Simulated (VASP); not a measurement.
Co: relaxation of cell and atoms with RPBE

The system is Co.

```
CELL_PARAMETERS angstrom
-1.40414 1.40414 1.40414
1.40414 -1.40414 1.40414
1.40414 1.40414 -1.40414
ATOMIC_POSITIONS crystal
Co 0.00000 0.00000 0.00000
```

* Program: VASP 6.6.1
* Task: relaxation of cell and atoms
* Functional: RPBE
* Potentials or basis: VASP PAW PBE potentials, release 64 (Co)
* Cutoff: 600 eV
* k mesh: 16 × 16 × 16
* Occupations: fermi-dirac, width 0.1 eV
* Spin: no spin polarisation
* Dipole correction: no
* Further INCAR settings: ALGO = Normal; EDIFF = 1e-06; IBRION = 2; EDIFFG = -0.01; NSW = 80; ISIF = 3

```
Relaxed volume                         : 10.81 Å³/atom
Relaxed cell                           : a = 2.413 Å, b = 2.413 Å, c = 2.413 Å, α = 109.47°, β = 109.47°, γ = 109.47°
Space group after relaxing (to 0.05 Å) : Im-3m (No. 229)
Energy gained by relaxing              : 4.0 meV/atom
Ionic steps                            : 3
Pressure after relaxing                : 0.0 GPa
```

The path:
```csv
step,energy change (eV),largest force (eV/Å),pressure (GPa),volume (Å³)
1,0.0000,0.0000,-4.80,11.07
2,0.0004,0.0000,5.59,10.55
3,-0.0040,0.0000,0.01,10.81
```

Final structure:
```
CELL_PARAMETERS angstrom
-1.39302 1.39302 1.39302
1.39302 -1.39302 1.39302
1.39302 1.39302 -1.39302
ATOMIC_POSITIONS crystal
Co 0.00000 0.00000 0.00000
```

Levels at points of the mesh, in eV from the Fermi level:
```csv
k point,band 2,band 3,band 4,band 5,band 6,band 7,band 8
"(0.00, 0.00, 0.00)",-1.76,-1.76,-1.76,-0.27,-0.27,25.81,25.81
"(0.50, 0.00, 0.00)",-2.84,-0.31,-0.08,0.43,0.86,7.54,18.96
"(0.50, 0.50, 0.50)",-4.14,0.60,0.60,0.60,10.16,10.16,10.16
```

It took 45 s on 1 thread of Intel(R) Xeon(R) Platinum 8259CL CPU @ 2.50GHz (Skylake/Cascade Lake), with other jobs on the host, peak memory 0.14 GiB.

Caveat: the PAW data sets were made with another functional, which shifts forces and pressure a little; the run has no spin polarisation, though such a crystal can be magnetic. Spin polarisation is off, so any magnetic state and its effect on volume and gap are missing.
